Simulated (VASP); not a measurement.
## H6C2O: relaxation of the atoms with LDA

H6C2O:

```
C O H
1.0
     7.52907    0.00000    0.00000
     0.00000    7.52907    0.00000
     0.00000    0.00000    7.52907
C O H
8 4 24
Direct
  0.97918 0.45593 0.77305
  0.80978 0.54336 0.83618
  0.91076 0.39187 0.33517
  0.06705 0.50408 0.27764
  0.40312 0.23965 0.95111
  0.37483 0.10370 0.80605
  0.64478 0.94356 0.39187
  0.62099 0.12985 0.32078
  0.66584 0.43515 0.77714
  0.14012 0.42273 0.12286
  0.18929 0.10108 0.76751
  0.61958 0.24671 0.46997
  0.55633 0.49038 0.81716
  0.81028 0.55469 0.98174
  0.79946 0.67834 0.78149
  0.09513 0.53298 0.81435
  0.98970 0.32233 0.82841
  0.97890 0.44583 0.62839
  0.24073 0.49402 0.08492
  0.02328 0.64044 0.24921
  0.16610 0.51098 0.38469
  0.84859 0.44760 0.45398
  0.81207 0.38612 0.22909
  0.95471 0.25681 0.36440
  0.16987 0.01399 0.67434
  0.45223 0.13972 0.68760
  0.42077 0.97244 0.85050
  0.54362 0.24803 0.98685
  0.35845 0.37011 0.90627
  0.32702 0.20303 0.06898
  0.60434 0.36684 0.42549
  0.72994 0.16311 0.22946
  0.49610 0.13947 0.24577
  0.64695 0.84713 0.28332
  0.76941 0.93401 0.46537
  0.53585 0.91041 0.48166
```

```yaml
Program: VASP 6.6.1
Task: relaxation of the atoms
Functional: LDA
Potentials_or_basis: VASP PAW LDA potentials, release 64 (C, O, H)
Cutoff: 520 eV
k_mesh: 1 × 1 × 1
Occupations: fermi-dirac, width 0.02 eV
Spin: no spin polarisation
Dipole_correction: no
Further_INCAR_settings: LREAL = Auto; ALGO = Normal; EDIFF = 1e-06; IBRION = 2; EDIFFG = -0.3; NSW = 35
```

| Property | Result |
| --- | --- |
| Energy gained by relaxing | 20.1 meV/atom |
| Ionic steps | 28 |
| Pressure after relaxing | 0.1 GPa |
| Largest force after relaxing | 0.271 eV/Å |
| Band gap on the k mesh | 4.04 eV |

Forces on the atoms (eV/Å):
```
C    0.138 -0.031  0.012
C    0.076  0.024  0.098
C    0.024  0.010 -0.077
C    0.005 -0.060  0.005
C    0.031  0.219  0.097
C    0.118 -0.117  0.149
C    0.120 -0.117  0.085
C    0.042 -0.115 -0.117
O    0.033  0.006 -0.082
O    0.080  0.074 -0.016
O   -0.265 -0.019  0.051
O   -0.019  0.205 -0.177
H   -0.106 -0.152 -0.140
H    0.040  0.102 -0.055
H   -0.053 -0.002  0.009
H   -0.018 -0.031  0.034
H    0.046 -0.002 -0.068
H   -0.053  0.044 -0.086
H    0.024  0.083  0.115
H   -0.042 -0.163  0.004
H   -0.241 -0.037 -0.088
H    0.061  0.131  0.095
H   -0.055  0.009  0.082
H   -0.120  0.047  0.086
H    0.010 -0.004 -0.077
H    0.044 -0.029  0.027
H    0.039 -0.079  0.123
H    0.023 -0.075 -0.095
H   -0.013  0.079 -0.049
H   -0.063 -0.017  0.007
H    0.140 -0.029  0.105
H   -0.004 -0.048 -0.001
H   -0.079  0.000 -0.083
H    0.058  0.141 -0.170
H    0.099 -0.055  0.062
H   -0.118  0.011  0.136
```

Stress tensor (GPa, compression positive):
```
 0.18 -0.09 -0.29
-0.09 -0.50 -0.13
-0.29 -0.13  0.57
```

Step by step:
```csv
step,energy change (eV),largest force (eV/Å),pressure (GPa)
1,0.0000,1.4639,1.32
2,0.4320,3.9809,0.98
3,-0.1055,0.5082,1.08
4,-0.1543,0.6171,1.24
5,-0.1610,0.9056,1.33
6,-0.1847,0.5387,1.24
7,-0.2018,0.6079,1.07
8,-0.2256,0.3819,0.97
9,-0.2501,0.5905,0.74
10,-0.2792,0.3582,0.68
11,-0.3088,0.7724,0.54
12,-0.3297,0.6246,0.52
13,-0.3723,0.4068,0.45
14,-0.3606,1.0805,0.26
15,-0.3836,0.6514,0.37
16,-0.4157,0.4153,0.47
17,-0.4339,0.7555,0.60
18,-0.4685,0.5037,0.60
19,-0.4938,0.5338,0.58
20,-0.5264,0.3886,0.53
21,-0.5507,0.6402,0.38
22,-0.5805,0.4512,0.24
23,-0.6142,0.6783,-0.22
24,-0.6380,0.3141,-0.30
25,-0.6409,0.4983,-0.35
26,-0.6644,0.3262,-0.24
27,-0.6977,0.5396,0.04
28,-0.7219,0.2714,0.08
```

Final structure:
```cif
data_structure
_symmetry_space_group_name_H-M 'P 1'
_symmetry_Int_Tables_number 1
_cell_length_a 7.5291
_cell_length_b 7.5291
_cell_length_c 7.5291
_cell_angle_alpha 90.000
_cell_angle_beta 90.000
_cell_angle_gamma 90.000
_cell_volume 426.80
loop_
_atom_site_label
_atom_site_type_symbol
_atom_site_fract_x
_atom_site_fract_y
_atom_site_fract_z
_atom_site_occupancy
C1 C 0.99785 0.47116 0.78263 1
C2 C 0.82763 0.56087 0.83100 1
C3 C 0.90042 0.42926 0.33041 1
C4 C 0.06542 0.53573 0.29384 1
C5 C 0.40048 0.23307 0.93097 1
C6 C 0.37726 0.08784 0.79769 1
C7 C 0.63846 0.91531 0.39321 1
C8 C 0.58773 0.09589 0.32587 1
O1 O 0.68366 0.48460 0.73582 1
O2 O 0.14360 0.44253 0.15061 1
O3 O 0.19336 0.06873 0.76417 1
O4 O 0.55478 0.20798 0.47255 1
H1 H 0.58459 0.46602 0.81729 1
H2 H 0.80540 0.54509 0.97659 1
H3 H 0.83520 0.70543 0.80270 1
H4 H 0.11121 0.54901 0.83255 1
H5 H 0.00732 0.33658 0.83932 1
H6 H 0.01338 0.45999 0.63730 1
H7 H 0.24990 0.50081 0.10508 1
H8 H 0.03384 0.67591 0.25738 1
H9 H 0.15731 0.53933 0.41047 1
H10 H 0.81527 0.48192 0.43706 1
H11 H 0.82449 0.42229 0.20444 1
H12 H 0.94179 0.29214 0.36347 1
H13 H 0.17667 0.01538 0.64776 1
H14 H 0.44991 0.12156 0.67513 1
H15 H 0.43292 0.96149 0.85006 1
H16 H 0.54006 0.24590 0.97450 1
H17 H 0.35443 0.35995 0.87115 1
H18 H 0.31817 0.21293 0.05031 1
H19 H 0.61887 0.32066 0.46589 1
H20 H 0.69322 0.15193 0.23999 1
H21 H 0.46629 0.08736 0.24409 1
H22 H 0.64977 0.81338 0.28873 1
H23 H 0.76553 0.92267 0.46494 1
H24 H 0.53895 0.86579 0.48785 1
```

Levels at points of the mesh, in eV from the valence-band top:
```tsv
k point	band 37	band 38	band 39	band 40	band 41	band 42	band 43	band 44
(0.00, 0.00, 0.00)	-0.60	-0.50	-0.36	0.00	4.04	5.14	5.75	6.01
```

It took 7.8 min on 1 thread of AMD EPYC 7R13 Processor (Zen 3) (shared host), peak memory 0.29 GiB.

Caveat: the k points lie up to 0.83 Å⁻¹ apart; the relaxation stopped at a loose force limit of 0.3 eV/Å, so its end isn't a converged minimum.
